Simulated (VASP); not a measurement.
# Ga2O3 (C2/m) in VASP: further runs

Ga2O3 is run at these levels: b88 exchange, pbe correlation, SVWN5, PBEsol; tasks: single point.

Everything below comes from runs of VASP 6.6.1. Logs are shortened: lines on timing, memory, paths and dates and some standing lists are left out, and cuts for length are marked.

**1. The cell of the first run**

The structure is monoclinic, space group C2/m (No. 12). The conventional cell has a = 12.214 Å, b = 3.037 Å, c = 5.798 Å, α = 90.00°, β = 103.83°, γ = 90.00°. Within 2.6 Å of Ga (site symmetry m) lie 6 O at 1.94 to 2.07 Å. Ga (site symmetry m) has 4 O at 1.83 to 1.86 Å within 2.4 Å. Within 2.4 Å of O (site symmetry m) lie 3 Ga at 1.83 to 1.94 Å. Within 2.5 Å of O (site symmetry m) lie 4 Ga at 1.86 to 2.07 Å. Within 2.4 Å of O (site symmetry m) lie 3 Ga at 1.83 to 1.94 Å.

**2. Single point, b88 exchange, pbe correlation**

INCAR

```
ALGO = Normal
EDIFF = 1E-6
ENCUT = 600
GGA = LIBXC
GGA_COMPAT = False
ISIF = 2
ISMEAR = -1
LASPH = True
LCHARG = False
LIBXC1 = GGA_X_B88
LIBXC2 = GGA_C_PBE
LREAL = False
LWAVE = False
NBANDS = 55
NELM = 120
PREC = Accurate
SIGMA = 0.05
```

KPOINTS

```
k-points
0
Gamma
  9 9 5
```

POSCAR

```
Ga2O3
1.0
    6.1070000000     -1.5185500000      0.0000000000
    6.1070000000      1.5185500000      0.0000000000
   -1.3859888959      0.0000000000      5.6300087380
Ga O
4 6
Direct
    0.3413400000      0.3413400000      0.6859800000
    0.6586600000      0.6586600000      0.3140200000
    0.9095000000      0.9095000000      0.2054000000
    0.0905000000      0.0905000000      0.7946000000
    0.5041000000      0.5041000000      0.7434000000
    0.4959000000      0.4959000000      0.2566000000
    0.8267000000      0.8267000000      0.4368000000
    0.1733000000      0.1733000000      0.5632000000
    0.8355000000      0.8355000000      0.8902000000
    0.1645000000      0.1645000000      0.1098000000
```

Potentials or basis: VASP PAW PBE potentials, release 64 (Ga_d, O).

Launch:

```console
cat potpaw_PBE.64/Ga_d/POTCAR potpaw_PBE.64/O/POTCAR > POTCAR
mpirun -np 1 vasp_std > vasp.out
```

OUTCAR:

```text
EDIFF = 1E-6
   ENCUT = 600
   GGA = LIBXC
   ISIF = 2
   ISMEAR = -1
   LASPH = True
   LREAL = False
   NELM = 120
   PREC = Accurate

 ion  position               nearest neighbor table
   1  0.341  0.341  0.686-   5 1.94   9 1.94   9 1.94   8 2.01   7 2.07   7 2.07
   2  0.659  0.659  0.314-   6 1.94  10 1.94  10 1.94   7 2.01   8 2.07   8 2.07
   3  0.910  0.910  0.205-   6 1.83   6 1.83   9 1.83   7 1.86
   4  0.090  0.090  0.795-   5 1.83   5 1.83  10 1.83   8 1.86
   5  0.504  0.504  0.743-   4 1.83   4 1.83   1 1.94
   6  0.496  0.496  0.257-   3 1.83   3 1.83   2 1.94
   7  0.827  0.827  0.437-   3 1.86   2 2.01   1 2.07   1 2.07
   8  0.173  0.173  0.563-   4 1.86   1 2.01   2 2.07   2 2.07
   9  0.836  0.836  0.890-   3 1.83   1 1.94   1 1.94
  10  0.164  0.164  0.110-   4 1.83   2 1.94   2 1.94

  LATTYP: Found a base centered monoclinic cell.
 ALAT       =    12.2140000000
 B/A-ratio  =     0.2486572785
 C/A-ratio  =     0.4747093499
 COS(beta)  =    -0.2390419096

  Lattice vectors:

 A1 = (   6.1070000000,  -1.5185500000,   0.0000000000)
 A2 = (   6.1070000000,   1.5185500000,   0.0000000000)
 A3 = (  -1.3859888959,   0.0000000000,   5.6300087380)

Analysis of symmetry for initial positions (statically):
=====================================================================
 Subroutine PRICEL returns:
 Original cell was already a primitive cell.

 Routine SETGRP: Setting up the symmetry group for a
 base centered monoclinic supercell.

 Subroutine GETGRP returns: Found  4 space group operations
 (whereof  4 operations were pure point group operations)
 out of a pool of  4 trial point group operations.

The static configuration has the point symmetry C_2h.

Analysis of symmetry for dynamics (positions and initial velocities):
=====================================================================
 Subroutine PRICEL returns:
 Original cell was already a primitive cell.

 Routine SETGRP: Setting up the symmetry group for a
 base centered monoclinic supercell.

 Subroutine GETGRP returns: Found  4 space group operations
 (whereof  4 operations were pure point group operations)
 out of a pool of  4 trial point group operations.

The dynamic configuration has the point symmetry C_2h.

 Subroutine INISYM returns: Found  4 space group operations
 (whereof  4 operations are pure point group operations),
 and found     1 'primitive' translations

----------------------------------------------------------------------------------------

                                     Primitive cell

  volume of cell :     104.4230

  direct lattice vectors                    reciprocal lattice vectors
     6.107000000 -1.518550000  0.000000000     0.081873260 -0.329261467  0.020155462
     6.107000000  1.518550000  0.000000000     0.081873260  0.329261467  0.020155462
    -1.385988896  0.000000000  5.630008738     0.000000000  0.000000000  0.177619618

  length of vectors
     6.292967750  6.292967750  5.798100000     0.339886138  0.339886138  0.177619618

  position of ions in fractional coordinates (direct lattice)
     0.341340000  0.341340000  0.685980000
     0.658660000  0.658660000  0.314020000
     0.909500000  0.909500000  0.205400000
     0.090500000  0.090500000  0.794600000
     0.504100000  0.504100000  0.743400000
     0.495900000  0.495900000  0.256600000
     0.826700000  0.826700000  0.436800000
     0.173300000  0.173300000  0.563200000
     0.835500000  0.835500000  0.890200000
     0.164500000  0.164500000  0.109800000

  ion indices of the primitive-cell ions
   primitive index   ion index
                 1           1
                 2           2
                 3           3
                 4           4
                 5           5
                 6           6
                 7           7
                 8           8
                 9           9
                10          10

----------------------------------------------------------------------------------------

 KPOINTS: k-points

Automatic generation of k-mesh.
 Grid dimensions read from file:
 generate k-points for:    9    9    5

 Generating k-lattice:

  Cartesian coordinates                     Fractional coordinates (reciprocal lattice)
     0.009097029 -0.036584607  0.002239496     0.111111111  0.000000000  0.000000000
     0.009097029  0.036584607  0.002239496     0.000000000  0.111111111  0.000000000
     0.000000000  0.000000000  0.035523924     0.000000000  0.000000000  0.200000000

  Length of vectors
     0.037765126  0.037765126  0.035523924

  Shift w.r.t. Gamma in fractional coordinates (k-lattice)
     0.000000000  0.000000000  0.000000000

 Subroutine IBZKPT returns following result:
 ===========================================

 Found    115 irreducible k-points:

 Following reciprocal coordinates:
            Coordinates               Weight
  0.000000  0.000000  0.000000      1.000000
  0.111111  0.000000  0.000000      4.000000
  0.222222 -0.000000  0.000000      4.000000
  0.333333 -0.000000  0.000000      4.000000
  0.444444 -0.000000  0.000000      4.000000
  0.111111  0.111111  0.000000      2.000000
[... 16 lines left out ...]
 -0.333333  0.333333  0.000000      2.000000
  0.444444  0.444444  0.000000      2.000000
 [... further k-points ...]
   k-points           NKPTS =    115   k-points in BZ     NKDIM =    115   number of bands    NBANDS=     55
   number of dos      NEDOS =    301   number of ions     NIONS =     10
   total plane-waves  NPLWV = 120000
   dimension x,y,z NGX =    50 NGY =   50 NGZ =   48
   dimension x,y,z NGXF=   100 NGYF=  100 NGZF=   96
   ions per type =               4   6
   NGX,Y,Z   is equivalent  to a cutoff of  13.21, 13.21, 13.76 a.u.
   NGXF,Y,Z  is equivalent  to a cutoff of  26.42, 26.42, 27.53 a.u.
 SYSTEM =  unknown system
   PREC   = accura    normal or accurate (medium, high low for compatibility)
   ISTART =      0    job   : 0-new  1-cont  2-samecut
   ICHARG =      2    charge: 1-file 2-atom 10-const
   ISPIN  =      1    spin polarized calculation?
   LNONCOLLINEAR =      F non collinear calculations
   LSORBIT =      F    spin-orbit coupling
   LASPH  =      T    aspherical Exc in radial PAW
   ENCUT  =  600.0 eV  44.10 Ry    6.64 a.u.  12.57 12.57 11.58*2*pi/ulx,y,z
   NELM   =    120;   NELMIN=  2; NELMDL= -5     # of ELM steps
   EDIFF  = 0.1E-05   stopping-criterion for ELM
   LREAL  =      F    real-space projection
[... 7 lines left out ...]
   TEBEG  =    0.0;   TEEND  =   0.0 temperature during run
   PSTRESS=    0.0 pullay stress
   NELECT =      88.0000    total number of electrons
   NUPDOWN=      -1.0000    fix difference up-down
   EMIN   =  10.00;   EMAX   =-10.00  energy-range for DOS
   EFERMI =   0.00;   METHOD = LEGACY
   ISMEAR =    -1;   SIGMA  =   0.05  broadening in eV -4-tet -1-fermi 0-gaus
   EFERMI_NEDOS =   21; number of points for ismear=-14 and -15
   IALGO  =     38    algorithm
   IMIX   =      4    mixing-type and parameters
     AMIX     =   0.40;   BMIX     =  1.00
     AMIX_MAG =   1.60;   BMIX_MAG =  1.00
  volume/ion in A,a.u.               =      10.44        70.47
  Fermi-wavevector in a.u.,A,eV,Ry     =   1.546335  2.922150 32.533613  2.391153
  Thomas-Fermi vector in A             =   2.651586
   LORBIT       =      0    0 simple, 1 ext, 2 COOP (PROOUT), +10 PAW based schemes
   GGA     = LIBXC    functional components
   LHFCALC =     F    Hartree Fock is set to
   AEXX    =    0.0000 exact exchange contribution
   IVDW    =     0    specifies the selected vdW correction
   LEPSILON=     F    determine dielectric tensor
   LRPA    =     F    only Hartree local field effects (RPA)
 non-spin polarized calculation
  energy-cutoff  :      600.00
  volume of cell :      104.42
 maximum number of plane-waves:      3515
   NGX = 25   NGY = 25   NGZ = 23

 number of electron      88.0000002 magnetization

 Free energy of the ion-electron system (eV)
  ---------------------------------------------------
  ext. energy  EPLUGINS =         0.00000000
  ---------------------------------------------------
  free energy    TOTEN  =       -58.27207177 eV

  energy without entropy =      -58.27207177  energy(sigma->0) =      -58.27207177

 E-fermi :   4.9551     XC(G=0): -11.6679

 val. band max:        3.8370164246   @ k =  -0.4444   0.4444   0.4000
 cond. band min:       6.2784416873   @ k =   0.0000   0.0000   0.0000
 fundamental gap:      2.4414252627
 Fermi energy:         4.9550525550

 k-point     1 :       0.0000    0.0000    0.0000
  band No.  band energies     occupation
      1     -15.1105      2.00000
      2     -13.9470      2.00000
      3     -13.9129      2.00000
      4     -13.7912      2.00000
      5     -13.3178      2.00000
      6     -13.3030      2.00000
[... 47 lines left out ...]
     54      16.2444      0.00000
     55      16.5514      0.00000

 k-point     2 :       0.1111    0.0000    0.0000
  band No.  band energies     occupation
      1     -15.0139      2.00000
      2     -13.9203      2.00000
      3     -13.9055      2.00000
      4     -13.7237      2.00000
      5     -13.3205      2.00000
      6     -13.3038      2.00000
[... 47 lines left out ...]
     54      15.5076      0.00000
     55      15.7206      0.00000

 k-point     3 :       0.2222   -0.0000    0.0000
  band No.  band energies     occupation
      1     -14.7467      2.00000
      2     -13.8839      2.00000
      3     -13.8130      2.00000
      4     -13.6107      2.00000
      5     -13.3243      2.00000
      6     -13.3054      2.00000
[... 1152 lines left out ...]
 k-point    23 :      -0.3333    0.3333    0.0000
  band No.  band energies     occupation
      1     -14.1449      2.00000
      2     -14.1161      2.00000
      3     -13.6767      2.00000
      4     -13.5611      2.00000
      5     -13.3044      2.00000
      6     -13.3034      2.00000
[... 47 lines left out ...]
     54      15.1902      0.00000
     55      15.3619      0.00000

 k-point    24 :       0.4444    0.4444    0.0000
  band No.  band energies     occupation
      1     -14.7856      2.00000
      2     -14.5570      2.00000
      3     -13.9258      2.00000
      4     -13.5216      2.00000
      5     -13.3255      2.00000
      6     -13.3074      2.00000
[... 47 lines left out ...]
     54      16.0679      0.00000
     55      16.3580      0.00000

 [... further k-points ...]

------------------------ aborting loop because EDIFF is reached ----------------------------------------

  FORCE on cell =-STRESS in cart. coord.  units (eV):
  Direction    XX          YY          ZZ          XY          YZ          ZX
  --------------------------------------------------------------------------------------
  -------------------------------------------------------------------------------------
  Total        5.9081431      6.5260828      5.7285966      0.0000000      0.0000000      0.1024958
  in kB       90.6495193    100.1306600     87.8947111      0.0000000      0.0000000      1.5726087
  external PRESSURE =      92.8916301 kB  Pullay stress =       0.0000000 kB

 VOLUME and BASIS-vectors are now :
 -----------------------------------------------------------------------------
  energy-cutoff  :      600.00
  volume of cell :      104.42
      direct lattice vectors                 reciprocal lattice vectors
     6.107000000 -1.518550000  0.000000000     0.081873260 -0.329261467  0.020155462
     6.107000000  1.518550000  0.000000000     0.081873260  0.329261467  0.020155462
    -1.385988896  0.000000000  5.630008738     0.000000000  0.000000000  0.177619618

 POSITION                                       TOTAL-FORCE (eV/Angst)
 -----------------------------------------------------------------------------------
      3.21837      0.00000      3.86207         0.032552      0.000000     -0.053267
      7.60965      0.00000      1.76794        -0.032552      0.000000      0.053267
     10.82395      0.00000      1.15640        -0.101620      0.000000     -0.067200
      0.00406      0.00000      4.47360         0.101620      0.000000      0.067200
      5.12673      0.00000      4.18535        -0.157684      0.000000     -0.051968
      5.70128      0.00000      1.44466         0.157684      0.000000      0.051968
      9.49191      0.00000      2.45919         0.029516      0.000000      0.042805
      1.33610      0.00000      3.17082        -0.029516      0.000000     -0.042805
      8.97099      0.00000      5.01183        -0.203578      0.000000      0.095338
      1.85702      0.00000      0.61817         0.203578      0.000000     -0.095338
 -----------------------------------------------------------------------------------
    total drift:                                0.000000      0.000000      0.000000

  FREE ENERGIE OF THE ION-ELECTRON SYSTEM (eV)
  ---------------------------------------------------
  free  energy   TOTEN  =       -58.2720717738 eV

  energy  without entropy=      -58.2720717738  energy(sigma->0) =      -58.27207177
```

Wall time 30 min (1 thread of AMD EPYC 7R43 (Zen 3), shared host); peak memory 0.69 GiB.

What came out:

- Free energy: -58.2721 eV
- Pressure: 9.3 GPa
- Largest force: 0.225 eV/Å
- Band gap on the k mesh: 2.44 eV (least direct gap 2.46 eV)

Forces on the atoms (eV/Å):
```
Ga   0.033  0.000 -0.053
Ga  -0.033  0.000  0.053
Ga  -0.102  0.000 -0.067
Ga   0.102  0.000  0.067
O   -0.158  0.000 -0.052
O    0.158  0.000  0.052
O    0.030  0.000  0.043
O   -0.030  0.000 -0.043
O   -0.204  0.000  0.095
O    0.204  0.000 -0.095
```

Levels at points of the mesh, in eV from the valence-band top:
```tsv
k point	band 42	band 43	band 44	band 45	band 46	band 47
(0.00, 0.00, 0.00)	-0.47	-0.28	-0.02	2.44	5.74	6.78
```

Caveat: the cell stands under pressure; the PAW data sets were made with another functional, which shifts forces and pressure a little.

**3. Single point, SVWN5**

This run uses another cell than the first one, of 10.22 Å³/atom.

INCAR

```
PREC = Accurate
ENCUT = 520
EDIFF = 1E-6
ISMEAR = -1
SIGMA = 0.05
LREAL = False
LASPH = True
NELM = 60
ALGO = Normal
ISIF = 2
LWAVE = False
LCHARG = True
GGA = VW
LELF = True
LVHAR = True
NBANDS = 55
```

KPOINTS

```
Automatic mesh
0
Gamma
  9 9 5
```

POSCAR

```
Ga2O3
1.0
    6.0661212512     -1.5075930170      0.0055902696
    6.0661212512      1.5075930170      0.0055902696
   -1.3715577908      0.0000000000      5.5841227907
Ga O
4 6
Direct
    0.3411100808      0.3411100808      0.6856901243
    0.6588899192      0.6588899192      0.3143098757
    0.9093005905      0.9093005905      0.2049386647
    0.0906994095      0.0906994095      0.7950613353
    0.5035704018      0.5035704018      0.7442063855
    0.4964295982      0.4964295982      0.2557936145
    0.8269226429      0.8269226429      0.4378091167
    0.1730773571      0.1730773571      0.5621908833
    0.8343032483      0.8343032483      0.8906464716
    0.1656967517      0.1656967517      0.1093535284
```

Potentials or basis: VASP PAW PBE potentials, release 64 (Ga_d, O).

Launch:

```console
cat potpaw_PBE.64/Ga_d/POTCAR potpaw_PBE.64/O/POTCAR > POTCAR
mpirun -np 1 vasp_std > vasp.out
```

It took 31 min on 1 thread of Intel Xeon 8259CL, shared host; peak memory 0.58 GiB.

Results (log left out):

```yaml
Free_energy: -68.2086 eV
Pressure: 0.9 GPa
Largest_force: 0.038 eV/Å
Band_gap_on_the_k_mesh: 2.50 eV (least direct gap 2.52 eV)
```

Forces in eV/Å, atoms in the order of the input:
```
Ga   0.005  0.000 -0.014
Ga  -0.005  0.000  0.014
Ga  -0.015  0.000  0.001
Ga   0.015  0.000 -0.001
O   -0.036  0.000 -0.014
O    0.036  0.000  0.014
O   -0.010  0.000  0.026
O    0.010  0.000 -0.026
O   -0.029  0.000 -0.012
O    0.029  0.000  0.012
```

Stress tensor (GPa, compression positive):
```
0.78 0.00 0.03
0.00 1.06 0.00
0.03 0.00 0.88
```

Levels at points of the mesh, in eV from the valence-band top:
```
           k point  band 41  band 42  band 43  band 44  band 45  band 46  band 47  band 48
(0.00, 0.00, 0.00)    -0.68    -0.51    -0.29    -0.01     2.50     5.68     6.65     6.82
```

Caveat: the PAW data sets were made with another functional, which shifts forces and pressure a little. A k mesh can miss the band edges.

**4. Single point, PBEsol**

This run uses another cell than the first one, of 10.56 Å³/atom.

Edit INCAR of step 3 so:

```diff
@@ -12,3 +12,3 @@
 LCHARG = True
-GGA = VW
+GGA = PS
 LELF = True
```

KPOINTS is that of step 3.

POSCAR

```
Ga2O3
1.0
    6.1386013309     -1.5236827103      0.0080930947
    6.1386013309      1.5236827103      0.0080930947
   -1.3856998669      0.0000000000      5.6428753003
Ga O
4 6
Direct
    0.3412326965      0.3412326965      0.6855491254
    0.6587673035      0.6587673035      0.3144508746
    0.9095131581      0.9095131581      0.2047161832
    0.0904868419      0.0904868419      0.7952838168
    0.5037301274      0.5037301274      0.7440459730
    0.4962698726      0.4962698726      0.2559540270
    0.8267693515      0.8267693515      0.4372339743
    0.1732306485      0.1732306485      0.5627660257
    0.8347449689      0.8347449689      0.8904652142
    0.1652550311      0.1652550311      0.1095347858
```

Launch:

```console
cat potpaw_PBE.64/Ga_d/POTCAR potpaw_PBE.64/O/POTCAR > POTCAR
mpirun -np 1 vasp_std > vasp.out
```

Wall time 12 min (1 thread of Intel Xeon Platinum 8488C (Sapphire Rapids), shared host); peak memory 0.64 GiB.

Results (log left out):

* Free energy: -63.8954 eV
* Pressure: 0.3 GPa
* Largest force: 0.021 eV/Å
* Band gap on the k mesh: 2.23 eV (least direct gap 2.24 eV)

Forces on the atoms (eV/Å):
```
Ga   0.013  0.000  0.015
Ga  -0.013  0.000 -0.015
Ga   0.002  0.000 -0.003
Ga  -0.002  0.000  0.003
O    0.007  0.000  0.000
O   -0.007  0.000  0.000
O    0.015  0.000 -0.013
O   -0.015  0.000  0.013
O   -0.008  0.000  0.019
O    0.008  0.000 -0.019
```

Stress tensor (GPa, compression positive):
```
0.20 0.00 0.02
0.00 0.37 0.00
0.02 0.00 0.25
```

Levels at points of the mesh, in eV from the valence-band top:
```
           k point  band 40  band 41  band 42  band 43  band 44  band 45  band 46  band 47  band 48  band 49
(0.00, 0.00, 0.00)    -0.69    -0.68    -0.49    -0.29    -0.01     2.23     5.53     6.54     6.58     7.59
```

Caveat: the PAW data sets were made with another functional, which shifts forces and pressure a little. As with any semilocal functional, this PBEsol gap is likely too small.

**5. Summary**

| level | cell | cutoff (eV) | gap on the mesh (eV) | pressure (GPa) | largest force (eV/Å) |
| --- | --- | --- | --- | --- | --- |
| b88 exchange, pbe correlation | a = 6.293, b = 6.293, c = 5.798 Å, angles 103.4, 103.4, 27.9°, 10 atoms, atomic positions A | 600 | 2.44 | 9.3 | 0.22 |
| SVWN5 | a = 6.251, b = 6.251, c = 5.750 Å, angles 103.3, 103.3, 27.9°, 10 atoms, atomic positions B | 520 | 2.50 | 0.9 | 0.04 |
| PBEsol | a = 6.325, b = 6.325, c = 5.811 Å, angles 103.3, 103.3, 27.9°, 10 atoms, atomic positions C | 520 | 2.23 | 0.3 | 0.02 |

Alike in all rows: task single point; potentials or basis VASP PAW PBE potentials, release 64 (Ga_d, O); no spin polarisation; k mesh 9 × 9 × 5; smearing fermi-dirac 0.05 eV.

Caveats: the PAW data sets were made with another functional, which shifts forces and pressure a little; the cell stands under pressure (at least some runs).

Total energies depend on the potentials used, so only differences within one code and one set of settings carry meaning.
